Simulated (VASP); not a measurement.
# Si2Mo (I4/mmm) in VASP: notebook, part 2 of 2

VASP 6.6.1. Earlier steps stand in the parts before.

## (4) Single point, PBEsol (biaxial strain in the a-b plane: -1.5 %)

INCAR

```
PREC     = Accurate       # precision mode
ENCUT    = 520            # plane-wave cutoff, eV
EDIFF    = 1E-6           # SCF threshold, eV
ISMEAR   = 0              # smearing method
SIGMA    = 0.1            # smearing width, eV
LREAL    = False          # projectors in reciprocal space
LASPH    = True           # aspherical terms in the spheres
NELM     = 80             # most SCF steps
ALGO     = Normal         # electronic algorithm
ISIF     = 2              # what is computed and relaxed
LWAVE    = False          # write WAVECAR
LCHARG   = False          # write CHGCAR
GGA      = PS             # functional
NBANDS   = 31             # bands
```

KPOINTS

```
Automatic mesh
0
Gamma
  12 12 6
```

POSCAR

```
Si2Mo
1.0
    3.1422191171      0.0000000000      0.0000000000
    0.0000000000      3.1422191171      0.0000000000
    0.0000000000      0.0000000000      7.8917764596
Si Mo
4 2
Direct
    0.0000000000      0.0000000000      0.3350596647
    0.5000000000      0.5000000000      0.1649403353
    0.5000000000      0.5000000000      0.8350596647
    0.0000000000      0.0000000000      0.6649403353
    0.0000000000      0.0000000000      0.0000000000
    0.5000000000      0.5000000000      0.5000000000
```

Potentials or basis: VASP PAW PBE potentials, release 64 (Si, Mo_sv).

On the command line:

```
cat potpaw_PBE.64/Si/POTCAR potpaw_PBE.64/Mo_sv/POTCAR > POTCAR
mpirun -np 1 vasp_std > vasp.out
```

OUTCAR:

```text
PREC = Accurate
   ENCUT = 520
   EDIFF = 1E-6
   ISMEAR = 0
   LREAL = False
   LASPH = True
   NELM = 80
   ISIF = 2
   GGA = PS

 ion  position               nearest neighbor table
   1  0.000  0.000  0.335-   6 2.58   6 2.58   6 2.58   6 2.58   2 2.60   2 2.60   2 2.60   2 2.60
                             4 2.60   5 2.64
   2  0.500  0.500  0.165-   5 2.58   5 2.58   5 2.58   5 2.58   1 2.60   1 2.60   1 2.60   1 2.60
                             3 2.60   6 2.64
   3  0.500  0.500  0.835-   5 2.58   5 2.58   5 2.58   5 2.58   4 2.60   4 2.60   4 2.60   4 2.60
                             2 2.60   6 2.64
   4  0.000  0.000  0.665-   6 2.58   6 2.58   6 2.58   6 2.58   3 2.60   3 2.60   3 2.60   3 2.60
                             1 2.60   5 2.64
   5  0.000  0.000  0.000-   2 2.58   3 2.58   2 2.58   3 2.58   2 2.58   3 2.58   2 2.58   3 2.58
                             1 2.64   4 2.64
   6  0.500  0.500  0.500-   1 2.58   4 2.58   1 2.58   4 2.58   1 2.58   4 2.58   1 2.58   4 2.58
                             3 2.64   2 2.64

  LATTYP: Found a simple tetragonal cell.
 ALAT       =     3.1422191171
 C/A-ratio  =     2.5115296437

  Lattice vectors:

 A1 = (   3.1422191171,   0.0000000000,   0.0000000000)
 A2 = (   0.0000000000,   3.1422191171,   0.0000000000)
[... 209 lines left out ...]
  band No.  band energies     occupation
      1     -47.8969      2.00000
      2     -47.8962      2.00000
      3     -22.1483      2.00000
      4     -22.1220      2.00000
      5     -21.9886      2.00000
      6     -21.9886      2.00000
[... 805 lines left out ...]
     30      16.7193      0.00000
     31      18.1790      0.00000

 [... further k-points ...]

------------------------ aborting loop because EDIFF is reached ----------------------------------------

  FORCE on cell =-STRESS in cart. coord.  units (eV):
  Direction    XX          YY          ZZ          XY          YZ          ZX
  --------------------------------------------------------------------------------------
  -------------------------------------------------------------------------------------
  Total        3.9505479      3.9505479     -0.5867025      0.0000000     -0.0000000     -0.0000000
  in kB       81.2307011     81.2307011    -12.0637074      0.0000000     -0.0000000     -0.0000000
  external PRESSURE =      50.1325649 kB  Pullay stress =       0.0000000 kB

 VOLUME and BASIS-vectors are now :
 -----------------------------------------------------------------------------
  energy-cutoff  :      520.00
  volume of cell :       77.92
      direct lattice vectors                 reciprocal lattice vectors
     3.142219117  0.000000000  0.000000000     0.318246425  0.000000000  0.000000000
     0.000000000  3.142219117  0.000000000     0.000000000  0.318246425  0.000000000
     0.000000000  0.000000000  7.891776460     0.000000000  0.000000000  0.126714182

 POSITION                                       TOTAL-FORCE (eV/Angst)
 -----------------------------------------------------------------------------------
      0.00000      0.00000      2.64422        -0.000000     -0.000000     -0.017372
      1.57111      1.57111      1.30167         0.000000      0.000000      0.017372
      1.57111      1.57111      6.59010        -0.000000     -0.000000     -0.017372
      0.00000      0.00000      5.24756         0.000000      0.000000      0.017372
      0.00000      0.00000      0.00000         0.000000     -0.000000      0.000000
      1.57111      1.57111      3.94589         0.000000      0.000000      0.000000
 -----------------------------------------------------------------------------------
    total drift:                                0.000000      0.000000     -0.000000

  FREE ENERGIE OF THE ION-ELECTRON SYSTEM (eV)
  ---------------------------------------------------
  free  energy   TOTEN  =       -50.0939530260 eV

  energy  without entropy=      -50.0899467237  energy(sigma->0) =      -50.09194987
```

stdout:

```text
POSCAR found type information on POSCAR SiMo
 POSCAR found :  2 types and       6 ions
 scaLAPACK will be used
 -----------------------------------------------------------------------------
|                                                                             |
|                                                                             |
|     You enforced a specific xc type in the INCAR file but a different       |
|     I HOPE YOU KNOW WHAT YOU ARE DOING!                                     |
|                                                                             |
 -----------------------------------------------------------------------------

 LDA part: xc-table for (Slater+PW92), standard interpolation
 POSCAR, INCAR and KPOINTS ok, starting setup
 FFT: planning ... GRIDC
 FFT: planning ... GRID_SOFT
 FFT: planning ... GRID
 WAVECAR not read
 entering main loop
```

Run time: 2 min. Hardware: 1 thread of AMD EPYC 9R45 (Zen 5), shared host; peak memory 0.29 GiB.

Results:

| Item | Value |
| --- | --- |
| Free energy | -50.0940 eV |
| Pressure | 5.0 GPa |
| Largest force | 0.017 eV/Å |
| Band gap on the k mesh | zero (band 22 reaches 13.29 eV, above the bottom of band 23 at 12.40 eV) |

Forces in eV/Å, atoms in the order of the input:
```
Si   0.000  0.000 -0.017
Si   0.000  0.000  0.017
Si   0.000  0.000 -0.017
Si   0.000  0.000  0.017
Mo   0.000  0.000  0.000
Mo   0.000  0.000  0.000
```

Stress tensor (GPa, compression positive):
```
 8.12  0.00  0.00
 0.00  8.12  0.00
 0.00  0.00 -1.21
```

Levels at points of the mesh, in eV from the Fermi level:
| k point | band 19 | band 20 | band 21 | band 22 | band 23 | band 24 | band 25 | band 26 |
| --- | --- | --- | --- | --- | --- | --- | --- | --- |
| (0.00, 0.00, 0.00) | -0.73 | -0.73 | -0.41 | -0.41 | 0.41 | 0.54 | 2.95 | 3.39 |
| (0.50, 0.00, 0.00) | -2.62 | -2.62 | -0.75 | -0.75 | 1.79 | 1.79 | 3.24 | 3.24 |
| (0.50, 0.50, 0.00) | -3.46 | -3.46 | -1.29 | -1.29 | 2.43 | 2.43 | 2.73 | 2.73 |
| (0.00, 0.00, 0.50) | -2.15 | -2.15 | 0.47 | 0.47 | 1.72 | 1.72 | 1.72 | 1.72 |
| (0.50, 0.00, 0.50) | -2.66 | -2.66 | -0.59 | -0.59 | 2.35 | 2.35 | 3.21 | 3.21 |
| (0.50, 0.50, 0.50) | -2.32 | -2.32 | -2.32 | -2.32 | 0.15 | 0.15 | 2.43 | 2.43 |

Caveat: the cell differs from its parent crystal (biaxial strain in the a-b plane: -1.5 %); the PAW data sets were made with another functional, which shifts forces and pressure a little.

## (5) The runs side by side

```tsv
cell	gap on the mesh (eV)	pressure (GPa)	largest force (eV/Å)
a = 3.094, b = 3.094, c = 7.962 Å, 6 atoms	none	10.4	0.05
a = 3.142, b = 3.142, c = 7.867 Å, 6 atoms	none	5.8	0.01
a = 3.142, b = 3.142, c = 7.892 Å, 6 atoms	none	5.0	0.02
```

Alike in all rows: task single point; level PBEsol; potentials or basis VASP PAW PBE potentials, release 64 (Si, Mo_sv); no spin polarisation; k mesh 12 × 12 × 6; cutoff (eV) 520; smearing gaussian 0.1 eV.

Caveats: the PAW data sets were made with another functional, which shifts forces and pressure a little.

Absolute energies hang on the potentials; compare differences alone.
